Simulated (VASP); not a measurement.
Set up this calculation in VASP 6.6.1, as the native input.

```yaml
Task: single point
Functional: r2SCAN
Potentials_or_basis: VASP PAW PBE potentials, release 64 (Hg, Te)
Cutoff: 520 eV
k_mesh: 6 × 6 × 6
Occupations: fermi-dirac, width 0.02 eV
Spin: no spin polarisation
Dipole_correction: no
Further_INCAR_settings: ALGO = Normal; EDIFF = 1e-06; NBANDS = 16
```

HgTe:

```xyz
2
Lattice="0.0000 3.4520 3.4520 3.4520 0.0000 3.4520 3.4520 3.4520 0.0000" Properties=species:S:1:pos:R:3 pbc="T T T"
Hg    0.0000    0.0000    0.0000
Te    1.7260    1.7260    1.7260
```

This cell differs from its parent crystal: strain +5.0%.

One way to write it, as run:

POSCAR

```
HgTe
1.0
    0.0000000000      3.4519712026      3.4519712026
    3.4519712026      0.0000000000      3.4519712026
    3.4519712026      3.4519712026      0.0000000000
Hg Te
1 1
Direct
    0.0000000000      0.0000000000      0.0000000000
    0.2500000000      0.2500000000      0.2500000000
```

INCAR.step1

```
SYSTEM = HgTe
PREC = Accurate
ENCUT = 520
ISMEAR = -1
SIGMA = 0.02
LREAL = .False.
LASPH = .True.
NELM = 80
NBANDS = 16
GGA = PE
ALGO = Normal
EDIFF = 1E-4
LWAVE = .True.
LCHARG = .False.
```

INCAR.step2

```
SYSTEM = HgTe
PREC = Accurate
ENCUT = 520
EDIFF = 1E-6
ISMEAR = -1
SIGMA = 0.02
LREAL = .False.
LASPH = .True.
NELM = 80
ALGO = Normal
ISIF = 2
LWAVE = .False.
LCHARG = .True.
METAGGA = R2SCAN
LMIXTAU = .True.
LELF = .True.
LVHAR = .True.
NBANDS = 16
ISTART = 1
```

KPOINTS

```
Automatic mesh
0
Gamma
  6 6 6
  0 0 0
```

Potentials or basis: VASP PAW PBE potentials, release 64 (Hg, Te).

Run with:

```bash
$ cat potpaw_PBE.64/Hg/POTCAR potpaw_PBE.64/Te/POTCAR > POTCAR
$ cp INCAR.step1 INCAR
$ mpirun -np 1 vasp_std > vasp.out
$ cp INCAR.step2 INCAR
$ mpirun -np 1 vasp_std > vasp.out
```

Results of the run:

* Pressure: -4.0 GPa
* Band gap on the k mesh: zero (filled and empty bands touch)

Caveat: the cell differs from its parent crystal (strain +5.0%); the cell stands under tension; semilocal functionals underestimate gaps, and a narrow one can read as zero; the PAW data sets were made with another functional, which shifts forces and pressure a little; spin-orbit coupling is left out, which moves the levels of the heavy elements.

Run time: 54 s on 1 thread of Intel Xeon 8259CL (shared host), peak memory 0.22 GiB.
